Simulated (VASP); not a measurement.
# HgTe (I-4m2) in VASP: further runs, part 2 of 2

VASP 6.6.1. The steps go on from the part before.

### Step 4. Single point, PBE

This run uses another cell than the first one, of the same volume but with other edges.

Contents of INCAR:

```
SYSTEM = HgTe
PREC = Accurate
ENCUT = 520
EDIFF = 1E-7
ISMEAR = 0
SIGMA = 0.15
LREAL = .FALSE.
LASPH = .TRUE.
NELM = 80
ALGO = Normal
ISIF = 2
LWAVE = .FALSE.
LCHARG = .FALSE.
GGA = PE
NBANDS = 16
```

Contents of KPOINTS:

```
regular mesh
0
G
  14 14 14
  0 0 0
```

Contents of POSCAR:

```
HgTe
1.0
    0.0000000000      3.4029431933      2.8925017143
    3.4029431933      0.0000000000      2.8925017143
    3.4029431933      3.4029431933      0.0000000000
Hg Te
1 1
Direct
    0.0000000000      0.0000000000      0.0000000000
    0.7500000000      0.7500000000      0.7500000000
```

Potentials or basis: VASP PAW PBE potentials, release 64 (Hg, Te).

Run with:

```bash
$ cat potpaw_PBE.64/Hg/POTCAR potpaw_PBE.64/Te/POTCAR > POTCAR
$ mpirun -np 1 vasp_std > vasp.out
```

OUTCAR:

```text
SYSTEM = HgTe
   PREC = Accurate
   ENCUT = 520
   EDIFF = 1E-7
   ISMEAR = 0
   LREAL = .FALSE.
   LASPH = .TRUE.
   NELM = 80
   ISIF = 2
   GGA = PE

 ion  position               nearest neighbor table
   1  0.000  0.000  0.000-   2 2.81   2 2.81   2 2.81   2 2.81
   2  0.750  0.750  0.750-   1 2.81   1 2.81   1 2.81   1 2.81

  LATTYP: Found a body centered tetragonal cell.
 ALAT       =     4.8124884160
 C/A-ratio  =     1.2020815280

  Lattice vectors:

 A1 = (   0.0000000000,  -3.4029431933,  -2.8925017143)
 A2 = (   0.0000000000,   3.4029431933,  -2.8925017143)
 A3 = (   3.4029431933,   0.0000000000,   2.8925017143)

Analysis of symmetry for initial positions (statically):
=====================================================================
 Subroutine PRICEL returns:
 Original cell was already a primitive cell.

 Routine SETGRP: Setting up the symmetry group for a
 body centered tetragonal supercell.

 Subroutine GETGRP returns: Found  8 space group operations
 (whereof  8 operations were pure point group operations)
 out of a pool of 16 trial point group operations.

The static configuration has the point symmetry D_2d.

Analysis of symmetry for dynamics (positions and initial velocities):
=====================================================================
 Subroutine PRICEL returns:
 Original cell was already a primitive cell.

 Routine SETGRP: Setting up the symmetry group for a
 body centered tetragonal supercell.

 Subroutine GETGRP returns: Found  8 space group operations
 (whereof  8 operations were pure point group operations)
 out of a pool of 16 trial point group operations.

The dynamic configuration has the point symmetry D_2d.

 Subroutine INISYM returns: Found  8 space group operations
 (whereof  8 operations are pure point group operations),
 and found     1 'primitive' translations

----------------------------------------------------------------------------------------
[... 107 lines left out ...]
   EFERMI =   0.00;   METHOD = LEGACY
   ISMEAR =     0;   SIGMA  =   0.15  broadening in eV -4-tet -1-fermi 0-gaus
   EFERMI_NEDOS =   21; number of points for ismear=-14 and -15
   IALGO  =     38    algorithm
   IMIX   =      4    mixing-type and parameters
     AMIX     =   0.40;   BMIX     =  1.00
     AMIX_MAG =   1.60;   BMIX_MAG =  1.00
  volume/ion in A,a.u.               =      33.50       226.04
  Fermi-wavevector in a.u.,A,eV,Ry     =   1.056399  1.996305 15.183815  1.115979
  Thomas-Fermi vector in A             =   2.191633
   LORBIT       =      0    0 simple, 1 ext, 2 COOP (PROOUT), +10 PAW based schemes
   GGA     = PE    functional components
   LHFCALC =     F    Hartree Fock is set to
   AEXX    =    0.0000 exact exchange contribution
   IVDW    =     0    specifies the selected vdW correction
   LEPSILON=     F    determine dielectric tensor
   LRPA    =     F    only Hartree local field effects (RPA)
 non-spin polarized calculation
 Gauss-broadening in eV      SIGMA  =   0.15
  energy-cutoff  :      520.00
  volume of cell :       66.99
 maximum number of plane-waves:      1828
 NGX is ok and might be reduce to    36

 number of electron      17.9999997 magnetization

 Free energy of the ion-electron system (eV)
  ---------------------------------------------------
  ext. energy  EPLUGINS =         0.00000000
  ---------------------------------------------------
  free energy    TOTEN  =        -3.53910549 eV

  energy without entropy =       -3.53889557  energy(sigma->0) =       -3.53900053

 E-fermi :   3.3530     XC(G=0):  -8.8063

 val. band max:        3.2353756413   @ k =   0.0714   0.0000   0.0714
 cond. band min:       3.3610415022   @ k =   0.0000   0.0000   0.0000
 fundamental gap:      0.1256658609
 Fermi energy:         3.3530385659

 k-point     1 :       0.0000    0.0000    0.0000
  band No.  band energies     occupation
      1      -8.8229      2.00000
      2      -4.1766      2.00000
      3      -4.1766      2.00000
      4      -4.1511      2.00000
      5      -3.7197      2.00000
      6      -3.6145      2.00000
[... 433 lines left out ...]
      3      -4.0789      2.00000
      4      -4.0098      2.00000
      5      -3.6690      2.00000
      6      -3.6115      2.00000
[... 8 lines left out ...]
     15      12.3227      0.00000
     16      12.5322      0.00000

 [... further k-points ...]
[... 5 lines left out ...]
  --------------------------------------------------------------------------------------
  -------------------------------------------------------------------------------------
  Total        1.3435020      1.3435020      1.8793238      0.0000000      0.0000000     -0.0000000
  in kB       32.1318618     32.1318618     44.9468416      0.0000000      0.0000000     -0.0000000
  external PRESSURE =      36.4035218 kB  Pullay stress =       0.0000000 kB

 VOLUME and BASIS-vectors are now :
 -----------------------------------------------------------------------------
  energy-cutoff  :      520.00
  volume of cell :       66.99
      direct lattice vectors                 reciprocal lattice vectors
     0.000000000  3.402943193  2.892501714    -0.146931633  0.146931633  0.172860745
     3.402943193  0.000000000  2.892501714     0.146931633 -0.146931633  0.172860745
     3.402943193  3.402943193  0.000000000     0.146931633  0.146931633 -0.172860745

 POSITION                                       TOTAL-FORCE (eV/Angst)
 -----------------------------------------------------------------------------------
      0.00000      0.00000      0.00000        -0.000000     -0.000000      0.000000
      5.10441      5.10441      4.33875         0.000000      0.000000     -0.000000
 -----------------------------------------------------------------------------------
    total drift:                                0.000000      0.000000     -0.000001

  FREE ENERGIE OF THE ION-ELECTRON SYSTEM (eV)
  ---------------------------------------------------
  free  energy   TOTEN  =        -3.5391054940 eV

  energy  without entropy=       -3.5388955737  energy(sigma->0) =       -3.53900053
```

OSZICAR:

```text
N       E                     dE             d eps       ncg     rms          rms(c)
DAV:   1     0.105531248124E+03    0.10553E+03   -0.80434E+03  7832   0.974E+02
DAV:   2    -0.929776216972E-01   -0.10562E+03   -0.98478E+02  8968   0.229E+02
DAV:   3    -0.372440802337E+01   -0.36314E+01   -0.36224E+01  9800   0.439E+01
DAV:   4    -0.375786297242E+01   -0.33455E-01   -0.33453E-01 11424   0.380E+00
DAV:   5    -0.375797446808E+01   -0.11150E-03   -0.11150E-03 10384   0.191E-01    0.766E+00
DAV:   6    -0.354814332461E+01    0.20983E+00   -0.40573E-01  9184   0.856E+00    0.606E+00
DAV:   7    -0.353994625516E+01    0.81971E-02   -0.99745E-02  9080   0.216E+00    0.220E+00
DAV:   8    -0.353909104047E+01    0.85521E-03   -0.10856E-02  8784   0.119E+00    0.526E-01
DAV:   9    -0.353907144339E+01    0.19597E-04   -0.74963E-04 10376   0.320E-01    0.123E-01
DAV:  10    -0.353909498635E+01   -0.23543E-04   -0.89662E-05  9728   0.834E-02    0.492E-02
DAV:  11    -0.353910766295E+01   -0.12677E-04   -0.31527E-05  9712   0.432E-02    0.358E-02
DAV:  12    -0.353910576651E+01    0.18964E-05   -0.39625E-06  8600   0.163E-02    0.186E-02
DAV:  13    -0.353910560929E+01    0.15722E-06   -0.55375E-07 10000   0.369E-03    0.673E-03
DAV:  14    -0.353910549870E+01    0.11060E-06   -0.23392E-07  8312   0.490E-03    0.284E-03
DAV:  15    -0.353910549402E+01    0.46771E-08   -0.32531E-08  4632   0.131E-03
   1 F= -.35391055E+01 E0= -.35390005E+01  d E =-.209920E-03
```

stdout:

```text
POSCAR found type information on POSCAR HgTe
 POSCAR found :  2 types and       2 ions
 scaLAPACK will be used
 LDA part: xc-table for (Slater+PW92), standard interpolation
 POSCAR, INCAR and KPOINTS ok, starting setup
 FFT: planning ... GRIDC
 FFT: planning ... GRID_SOFT
 FFT: planning ... GRID
 WAVECAR not read
 entering main loop
```

Wall time 98 s (1 thread of Intel Xeon 6975P-C (Granite Rapids), shared host); peak memory 0.41 GiB.

Results:

```yaml
Free_energy: -3.5391 eV
Pressure: 3.6 GPa
Band_gap_on_the_k_mesh: 0.13 eV (least direct gap 0.36 eV)
```

Stress tensor (GPa, compression positive):
```
3.21 0.00 0.00
0.00 3.21 0.00
0.00 0.00 4.49
```

Caveat: the cell stands under pressure; spin-orbit coupling is left out, which moves the levels of the heavy elements. A k mesh can miss the band edges.

### Step 5. Single point, PBE

This run uses another cell than the first one, of the same volume but with other edges.

Contents of INCAR:

```
ALGO = Normal
EDIFF = 1E-6
ENCUT = 520
GGA = PE
ISIF = 2
ISMEAR = 0
LASPH = T
LCHARG = T
LELF = T
LREAL = F
LVHAR = T
LWAVE = F
NBANDS = 16
NELM = 80
PREC = Accurate
SIGMA = 0.15
```

Contents of KPOINTS:

```
k-points
0
Gamma
  14 14 14
```

Contents of POSCAR:

```
HgTe
1.0
    0.0000000000      3.5018387191      2.7314342009
    3.5018387191      0.0000000000      2.7314342009
    3.5018387191      3.5018387191      0.0000000000
Hg Te
1 1
Direct
    0.0000000000      0.0000000000      0.0000000000
    0.7500000000      0.7500000000      0.7500000000
```

Run with:

```bash
$ cat potpaw_PBE.64/Hg/POTCAR potpaw_PBE.64/Te/POTCAR > POTCAR
$ mpirun -np 1 vasp_std > vasp.out
```

It took 99 s on 1 thread of Intel Xeon 6975P-C (Granite Rapids), shared host; peak memory 0.42 GiB.

It converged, with:

```yaml
Free_energy: -3.5042 eV
Pressure: 3.0 GPa
Band_gap_on_the_k_mesh: 0.09 eV (least direct gap 0.20 eV)
```

Stress tensor (GPa, compression positive):
```
2.44 0.00 0.00
0.00 2.44 0.00
0.00 0.00 4.05
```

Levels at points of the mesh, in eV from the valence-band top:
| k point | band 5 | band 6 | band 7 | band 8 | band 9 | band 10 | band 11 | band 12 | band 13 | band 14 |
| --- | --- | --- | --- | --- | --- | --- | --- | --- | --- | --- |
| (0.00, 0.00, 0.00) | -6.98 | -6.83 | -1.01 | -0.44 | -0.44 | 0.09 | 4.45 | 4.50 | 4.50 | 6.51 |
| (0.50, 0.00, 0.00) | -6.86 | -6.60 | -5.45 | -1.56 | -0.72 | 0.29 | 4.35 | 5.70 | 7.13 | 7.71 |
| (0.50, 0.50, 0.00) | -6.83 | -6.20 | -4.72 | -2.96 | -2.96 | 0.64 | 1.92 | 8.79 | 8.79 | 8.90 |
| (0.50, 0.00, 0.50) | -6.89 | -6.63 | -5.74 | -2.12 | -1.60 | 2.45 | 2.74 | 7.34 | 7.38 | 7.92 |

Caveat: spin-orbit coupling is left out, which moves the levels of the heavy elements. A k mesh can miss the band edges.

### Step 6. The runs side by side

```csv
cell,gap on the mesh (eV),pressure (GPa)
"a = 5.077, b = 5.077, c = 3.982 Å, angles 66.9, 66.9, 46.2°, 2 atoms",none,2.0
"a = 4.530, b = 4.530, c = 4.621 Å, angles 59.3, 59.3, 61.3°, 2 atoms",0.11,4.1
"a = 4.466, b = 4.466, c = 4.812 Å, angles 57.4, 57.4, 65.2°, 2 atoms",0.13,3.6
"a = 4.441, b = 4.441, c = 4.952 Å, angles 56.1, 56.1, 67.8°, 2 atoms",0.09,3.0
```

Alike in all rows: task single point; level PBE; potentials or basis VASP PAW PBE potentials, release 64 (Hg, Te); no spin polarisation; k mesh 14 × 14 × 14; cutoff (eV) 520; smearing gaussian 0.15 eV.

Caveats: spin-orbit coupling is left out, which moves the levels of the heavy elements; the cell stands under pressure (at least some runs); the stress differs along the axes, from -3 to 5 GPa (at least some runs); semilocal functionals underestimate gaps, and a narrow one can read as zero (at least some runs); the smearing spreads over this small gap (at least some runs).

Total energies depend on the potentials used, so only differences within one code and one set of settings carry meaning.

The gap in the log of VASP goes by the Fermi energy; the results here count the filled bands.